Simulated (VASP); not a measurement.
# BN in VASP: notebook, part 2 of 2

VASP 6.6.1. The steps go on from the part before.

### 3 Relaxation of the atoms, PBE+D3(BJ)

The input, INCAR:

```
  ALGO = Normal
  DIPOL = 0.5 0.5 0.500
  EDIFF = 1E-7
  EDIFFG = -0.04
  ENCUT = 520
  GGA = PE
  IBRION = 2
  IDIPOL = 3
  ISIF = 2
  ISMEAR = 0
  IVDW = 12
  LASPH = T
  LCHARG = F
  LDIPOL = T
  LREAL = F
  LWAVE = F
  NELM = 60
  NSW = 60
  PREC = Accurate
  SIGMA = 0.05
```

The input, KPOINTS:

```
k-points
0
Gamma
  12 12 1
```

The input, POSCAR:

```
BN
1.0
    2.5039917000      0.0000000000      0.0000000000
   -1.2519958500      2.1685204300      0.0000000000
    0.0000000000      0.0000000000     23.3305999855
B N
2 2
Direct
    0.6666666700      0.3333333300      0.4286216388
    0.3333333300      0.6666666700      0.5713783612
    0.3333333300      0.6666666700      0.4286216388
    0.6666666700      0.3333333300      0.5713783612
```

Potentials or basis: VASP PAW PBE potentials, release 64 (B, N).

Launch:

```bash
$ cat potpaw_PBE.64/B/POTCAR potpaw_PBE.64/N/POTCAR > POTCAR
$ mpirun -np 1 vasp_std > vasp.out
```

OUTCAR:

```text
EDIFF = 1E-7
   EDIFFG = -0.04
   ENCUT = 520
   GGA = PE
   IBRION = 2
   ISIF = 2
   ISMEAR = 0
   IVDW = 12
   LASPH = T
   LREAL = F
   NELM = 60
   NSW = 60
   PREC = Accurate
 IVDW          = 12

 ion  position               nearest neighbor table
   1  0.667  0.333  0.429-   3 1.45   3 1.45   3 1.45
   2  0.333  0.667  0.571-   4 1.45   4 1.45   4 1.45
   3  0.333  0.667  0.429-   1 1.45   1 1.45   1 1.45
   4  0.667  0.333  0.571-   2 1.45   2 1.45   2 1.45

  LATTYP: Found a hexagonal cell.
 ALAT       =     2.5039917000
 C/A-ratio  =     9.3173631468

  Lattice vectors:

 A1 = (   2.5039917000,   0.0000000000,   0.0000000000)
 A2 = (  -1.2519958500,   2.1685204300,   0.0000000000)
 A3 = (   0.0000000000,   0.0000000000,  23.3305999855)

Analysis of symmetry for initial positions (statically):
=====================================================================
 Subroutine PRICEL returns:
 Original cell was already a primitive cell.

 Routine SETGRP: Setting up the symmetry group for a
 hexagonal supercell.

 Subroutine GETGRP returns: Found 12 space group operations
 (whereof 12 operations were pure point group operations)
 out of a pool of 24 trial point group operations.

The static configuration has the point symmetry D_3d.

Analysis of symmetry for dynamics (positions and initial velocities):
=====================================================================
 Subroutine PRICEL returns:
 Original cell was already a primitive cell.

 Routine SETGRP: Setting up the symmetry group for a
 hexagonal supercell.

 Subroutine GETGRP returns: Found 12 space group operations
 (whereof 12 operations were pure point group operations)
 out of a pool of 24 trial point group operations.

The dynamic configuration has the point symmetry D_3d.

 Subroutine INISYM returns: Found 12 space group operations
[... 136 lines left out ...]

 number of electron      15.9999999 magnetization

 dipolmoment           0.000000      0.000000     -0.000000 electrons x Angstroem

 Free energy of the ion-electron system (eV)
  ---------------------------------------------------
  ext. energy  EPLUGINS =         0.00000000
  ---------------------------------------------------
  free energy    TOTEN  =       -35.17667301 eV

  energy without entropy =      -35.17667301  energy(sigma->0) =      -35.17667301

 E-fermi :  -3.2390     XC(G=0):  -3.2432

 val. band max:       -3.5426582917   @ k =   0.3333   0.3333   0.0000
 cond. band min:       0.9616648220   @ k =   0.5000   0.0000   0.0000
 fundamental gap:      4.5043231137
 Fermi energy:        -3.2389945023

 k-point     1 :       0.0000    0.0000    0.0000
  band No.  band energies     occupation
      1     -21.2575      2.00000
      2     -21.1134      2.00000
      3      -9.2712      2.00000
      4      -8.2378      2.00000
      5      -4.8586      2.00000
      6      -4.8586      2.00000
      7      -4.8405      2.00000
      8      -4.8405      2.00000
      9       1.2855      0.00000
     10       1.7671      0.00000
     11       2.4442      0.00000
     12       3.1704      0.00000
[... 256 lines left out ...]
 k-point    19 :       0.3333    0.3333    0.0000
  band No.  band energies     occupation
      1     -17.5149      2.00000
      2     -17.5149      2.00000
      3     -11.4640      2.00000
      4     -11.3855      2.00000
      5     -10.6796      2.00000
      6     -10.6796      2.00000
      7      -3.5427      2.00000
      8      -3.5427      2.00000
      9       1.1956      0.00000
     10       1.1956      0.00000
     11       7.9286      0.00000
     12       9.7610      0.00000

------------------------ aborting loop because EDIFF is reached ----------------------------------------

 vacuum level on the upper side and lower side of the slab       (xc-potential included)        -0.088        -0.088

 Edisp (eV)   -0.42491

 E8    (eV) :    -0.1311

  FORCE on cell =-STRESS in cart. coord.  units (eV):
  Direction    XX          YY          ZZ          XY          YZ          ZX
  --------------------------------------------------------------------------------------
  -------------------------------------------------------------------------------------
  Total       0.40271     0.40271    -0.01323     0.00000    -0.00000     0.00000
  in kB       5.09311     5.09311    -0.16728     0.00000    -0.00000     0.00000
  external pressure =        3.34 kB  Pullay stress =        0.00 kB

 VOLUME and BASIS-vectors are now :
 -----------------------------------------------------------------------------
  energy-cutoff  :      520.00
  volume of cell :      126.68
      direct lattice vectors                 reciprocal lattice vectors
     2.503991700  0.000000000  0.000000000     0.399362346  0.230571957  0.000000000
    -1.251995850  2.168520430  0.000000000     0.000000000  0.461143915  0.000000000
     0.000000000  0.000000000 23.330599986     0.000000000  0.000000000  0.042862164

 POSITION                                       TOTAL-FORCE (eV/Angst)
 -----------------------------------------------------------------------------------
      1.25200      0.72284     10.00000        -0.000000      0.000000      0.019232
     -0.00000      1.44568     13.33060        -0.000000     -0.000000     -0.019232
     -0.00000      1.44568     10.00000         0.000000     -0.000000     -0.026710
      1.25200      0.72284     13.33060        -0.000000      0.000000      0.026710
 -----------------------------------------------------------------------------------
    total drift:                                0.000000     -0.000000     -0.000000

  FREE ENERGIE OF THE ION-ELECTRON SYSTEM (eV)
  ---------------------------------------------------
  free  energy   TOTEN  =       -35.6015857549 eV

  energy  without entropy=      -35.6015857549  energy(sigma->0) =      -35.60158575

 reached required accuracy - stopping structural energy minimisation

 vacuum level on the upper side and lower side of the slab         2.253         2.253
```

It took 41 s on 1 thread of Intel Xeon Platinum 8375C at 2.90GHz (Ice Lake), shared host; peak memory 0.25 GiB.

What came out:

```yaml
Free_energy: -35.6016 eV
Largest_force_after_relaxing: 0.027 eV/Å
Band_gap_on_the_k_mesh: 4.50 eV, indirect (least direct gap 4.74 eV)
Dispersion_energy_per_atom: -0.106 eV
```

Forces on the atoms (eV/Å):
```
B    0.000  0.000  0.019
B    0.000  0.000 -0.019
N    0.000  0.000 -0.027
N    0.000  0.000  0.027
```

Final structure:
```
B N
1.0
     2.50399    0.00000    0.00000
    -1.25200    2.16852    0.00000
     0.00000    0.00000   23.33060
B N
2 2
Direct
  0.66667 0.33333 0.42862
  0.33333 0.66667 0.57138
  0.33333 0.66667 0.42862
  0.66667 0.33333 0.57138
```

Caveat: the relaxation stopped at its first step, so nothing moved.
